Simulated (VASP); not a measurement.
Wanted: the native input for a VASP 6.6.1 run.

```yaml
Task: single point
Functional: PBEsol
Potentials_or_basis: VASP PAW PBE potentials, release 64 (Ga_d)
Cutoff: 500 eV
k_mesh: 10 × 10 × 10
Occupations: gaussian, width 0.1 eV
Spin: no spin polarisation
Dipole_correction: no
Further_INCAR_settings: ALGO = Normal; EDIFF = 1e-06; NBANDS = 12
```

The structure of Ga lies in POSCAR:

```
Ga
1.0
   -1.2891371790      1.2891371790      1.2891371790
    1.2891371790     -1.2891371790      1.2891371790
    1.2891371790      1.2891371790     -1.2891371790
Ga
1
Direct
    0.0000000000      0.0000000000      0.0000000000
```

The input as run:

INCAR

```
PREC     = Accurate       # precision mode
ENCUT    = 500            # plane-wave cutoff, eV
EDIFF    = 1E-6           # SCF threshold, eV
ISMEAR   = 0              # smearing method
SIGMA    = 0.1            # smearing width, eV
LREAL    = False          # projectors in reciprocal space
LASPH    = True           # aspherical terms in the spheres
NELM     = 120            # most SCF steps
ALGO     = Normal         # electronic algorithm
ISIF     = 2              # what is computed and relaxed
LWAVE    = False          # write WAVECAR
LCHARG   = False          # write CHGCAR
GGA      = PS             # functional
NBANDS   = 12             # bands
GGA_COMPAT= False
```

KPOINTS

```
regular mesh
0
Gamma
  10 10 10
```

Potentials or basis: VASP PAW PBE potentials, release 64 (Ga_d).

The run is started by

```bash
$ cat potpaw_PBE.64/Ga_d/POTCAR > POTCAR
$ mpirun -np 1 vasp_std > vasp.out
```

Results of the run:

| Property | Result |
| --- | --- |
| Pressure | 259.0 GPa |

Caveat: the PAW data sets were made with another functional, which shifts forces and pressure a little.

It took 3.1 s on 1 thread of Intel Xeon 6975P-C, on a shared host, peak memory 0.12 GiB.
